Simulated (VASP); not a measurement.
The system is Nb.

```xyz
1
Lattice="2.6876 0.0000 0.0000 0.0000 2.6876 0.0000 0.0000 0.0000 2.6876" Properties=species:S:1:pos:R:3 pbc="T T T"
Nb    0.0000    0.0000    0.0000
```

```yaml
Program: VASP 6.6.1
Task: relaxation of cell and atoms
Functional: revPBE
Potentials_or_basis: VASP PAW PBE potentials, release 64 (Nb_sv)
Cutoff: 600 eV
k_mesh: 12 × 12 × 12
Occupations: fermi-dirac, width 0.1 eV
Spin: no spin polarisation
```

At the start: pressure 6.8 GPa; volume 19.41 Å³/atom.

Problem. Where does the relaxation end?

Solution. Over 3 steps the energy falls by 19.5 meV/atom and the volume is 20.39 Å³/atom (+5.0 %); space group Pm-3m (No. 221, to 0.05 Å).

Step by step:
| step | energy change (eV) | largest force (eV/Å) | pressure (GPa) | volume (Å³) |
| --- | --- | --- | --- | --- |
| 1 | 0.0000 | 0.0000 | 6.84 | 19.41 |
| 2 | 0.0177 | 0.0000 | -7.71 | 21.84 |
| 3 | -0.0195 | 0.0000 | -0.02 | 20.39 |

Final structure:
```cif
data_structure
_symmetry_space_group_name_H-M 'P 1'
_symmetry_Int_Tables_number 1
_cell_length_a 2.7319
_cell_length_b 2.7319
_cell_length_c 2.7319
_cell_angle_alpha 90.000
_cell_angle_beta 90.000
_cell_angle_gamma 90.000
_cell_volume 20.39
loop_
_atom_site_label
_atom_site_type_symbol
_atom_site_fract_x
_atom_site_fract_y
_atom_site_fract_z
_atom_site_occupancy
Nb1 Nb 0.00000 0.00000 0.00000 1
```

Caveat: the PAW data sets were made with another functional, which shifts forces and pressure a little.
